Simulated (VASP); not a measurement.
Set up this calculation in VASP 6.6.1, as the native input.

```
Task                   : relaxation of cell and atoms
Functional             : PBEsol
Potentials or basis    : VASP PAW PBE potentials, release 64 (I)
Cutoff                 : 600 eV
k mesh                 : 9 × 9 × 9
Occupations            : fermi-dirac, width 0.05 eV
Spin                   : no spin polarisation
Target pressure        : 5 GPa
Dipole correction      : no
Further INCAR settings : ALGO = Normal; EDIFF = 1e-06; IBRION = 2; EDIFFG = -0.01; NSW = 60; ISIF = 3
```

The structure of I lies in POSCAR:

```
I
1.0
    0.0000000000      2.3656004428      3.9098401324
    2.1922454667      0.0000000000      3.9098401324
    2.1922454667      2.3656004428      0.0000000000
I
1
Direct
    0.0000000000      0.0000000000      0.0000000000
```

One way to write it, as run:

INCAR

```
PREC = Accurate ; ENCUT = 600
EDIFF = 1E-6 ; ISMEAR = -1
SIGMA = 0.05 ; LREAL = F
LASPH = T ; NELM = 100
ALGO = Normal ; ISIF = 3
LWAVE = F ; LCHARG = F
GGA = PS ; IBRION = 2
NSW = 60 ; EDIFFG = -0.01
PSTRESS = 50.0
```

KPOINTS

```
regular mesh
0
Gamma
  9 9 9
```

Potentials or basis: VASP PAW PBE potentials, release 64 (I).

Run with:

```console
$ cat potpaw_PBE.64/I/POTCAR > POTCAR
$ mpirun -np 1 vasp_std > vasp.out
```

Results of the run:

```yaml
Relaxed_volume: 30.56 Å³/atom
Relaxed_cell: a = 3.870 Å, b = 3.871 Å, c = 3.094 Å, α = 66.42°, β = 66.47°, γ = 47.11°
Space_group_after_relaxing_to_0.1_Å: I4/mmm (No. 139)
Energy_change_on_relaxing_the_run_minimises_the_enthalpy: +68.8 meV/atom
Ionic_steps: 26
Pressure_after_relaxing: 5.0 GPa
Band_gap_on_the_k_mesh: zero (an odd number of electrons rules out a gap without spin polarisation)
```

Caveat: the cell is relaxed towards a set pressure, so the run minimises the enthalpy, not the energy; the volume moved by over 15 % at a fixed basis, so the end points are rough; the PAW data sets were made with another functional, which shifts forces and pressure a little; spin-orbit coupling is left out, which moves the levels of the heavy elements; an odd number of electrons without spin polarisation forces a metal; a magnetic or distorted state may lie lower.

It took 7.9 min on 1 thread of Intel(R) Xeon(R) Platinum 8259CL CPU @ 2.50GHz (Skylake/Cascade Lake) (shared host), peak memory 0.23 GiB.
